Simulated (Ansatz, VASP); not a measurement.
# One calculation of BN, two programs

```xyz
4
Lattice="2.3563 0.0000 0.0000 -1.1782 2.0407 0.0000 0.0000 0.0000 7.5221" Properties=species:S:1:pos:R:3 pbc="T T T"
B     0.0000    1.3604    1.8805
B     1.1782    0.6802    5.6416
N     0.0000    1.3604    5.6416
N     1.1782    0.6802    1.8805
```

Alike in both runs: task single point; functional r2SCAN; k mesh 12 × 12 × 4; occupations gaussian, width 0.05 eV; no spin polarisation.

|  | VASP | Ansatz |
| --- | --- | --- |
| version | VASP 6.6.1 | Ansatz 0.2.0 |
| potentials or method | VASP PAW PBE potentials, release 64 (B, N), cutoff 520 eV | scalar-relativistic, plane waves, PAW |
| valence electrons in the cell | 16 | 16 |

|  | VASP | Ansatz | Ansatz less VASP |
| --- | --- | --- | --- |
| gap on the k mesh at the Fermi level (eV) | 4.70 | 4.71 | +0.011 |
| least direct gap on the mesh (eV) | 5.81 | 5.81 | -0.003 |

VASP's potentials were made for PBE, not for r2SCAN.
